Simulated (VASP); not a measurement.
Wanted: the native input for a VASP 6.6.1 run.

- Task: single point
- Functional: LDA
- Potentials or basis: VASP PAW LDA potentials, release 64 (Te)
- Cutoff: 520 eV
- k mesh: 14 × 14 × 14
- Occupations: fermi-dirac, width 0.05 eV
- Spin: no spin polarisation
- Dipole correction: no
- Further INCAR settings: ALGO = Normal; EDIFF = 1e-07; NBANDS = 13

The structure of Te lies in POSCAR:

```
Te
1.0
    0.0000000000      2.3808979587      2.3808979587
    2.3808979587      0.0000000000      2.3808979587
    2.3808979587      2.3808979587      0.0000000000
Te
2
Direct
   -0.1250000000     -0.1250000000     -0.1250000000
    0.1250000000      0.1250000000      0.1250000000
```

One way to write it, as run:

INCAR

```
SYSTEM = Te
  PREC = Accurate
  ENCUT = 520
  EDIFF = 1E-7
  ISMEAR = -1
  SIGMA = 0.05
  LREAL = .False.
  LASPH = .True.
  NELM = 80
  ALGO = Normal
  ISIF = 2
  LWAVE = .False.
  LCHARG = .True.
  LELF = .True.
  LVHAR = .True.
  NBANDS = 13
```

KPOINTS

```
regular mesh
0
Gamma
  14 14 14
  0 0 0
```

Potentials or basis: VASP PAW LDA potentials, release 64 (Te).

Run with:

```sh
$ cat potpaw_LDA.64/Te/POTCAR > POTCAR
$ mpirun -np 1 vasp_std > vasp.out
```

It gave:

| Property | Result |
| --- | --- |
| Pressure | 454.0 GPa |
| Band gap on the k mesh | zero (band 6 reaches 25.56 eV, above the bottom of band 7 at 20.37 eV) |

Caveat: spin-orbit coupling is left out, which moves the levels of the heavy elements.

Run time: 37 s on 1 thread of Intel(R) Xeon(R) 6975P-C (Granite Rapids), with other jobs on the host, peak memory 0.16 GiB.
